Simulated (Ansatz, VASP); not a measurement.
Two plane-wave programs on FeBr4

```
Fe Br
1.0
     0.00000    5.18244    5.18244
     5.18244    0.00000    5.18244
     5.18244    5.18244    0.00000
Fe Br
1 4
Cartesian
  7.7737 7.7737 7.7737
  9.0912 9.0912 9.0912
  6.4561 6.4561 9.0912
  6.4561 9.0912 6.4561
  9.0912 6.4561 6.4561
```

Alike in both runs: functional PBE; k mesh 3 × 3 × 3; occupations gaussian, width 0.15 eV; collinear spin.

Ansatz relaxed the structure, and its values are those at the end. VASP's run is a single point on that final structure, the one shown.

```csv
,VASP,Ansatz
version,VASP 6.6.1,Ansatz 0.2.0
potentials or method,"VASP PAW PBE potentials, release 64 (Fe, Br), cutoff 520 eV","scalar-relativistic, plane waves, PAW"
valence electrons in the cell,36,44
```

Ansatz gave:

```
gap on the k mesh at the Fermi level (eV)                     : none
pressure (GPa)                                                : 0.1
rms of the force components (eV/Å)                            : 0.025
net moment per atom (μB)                                      : 0.80
size of the moment on the site where the two differ most (μB) : 3.07
```

Task: Which values does VASP return?

Result: gap on the k mesh at the Fermi level (eV): none; pressure (GPa): 0.1; rms of the force components (eV/Å): 0.021; net moment per atom (μB): 0.80; size of the moment on the site where the two differ most (μB): 3.13.

Site moments also hang on the region over which each program counts them. A gap of «none» marks a metal or a gap that the smearing closes. VASP's potentials hold 36 valence electrons a cell and Ansatz's 44, so a difference there can come from the potentials and not from the codes.
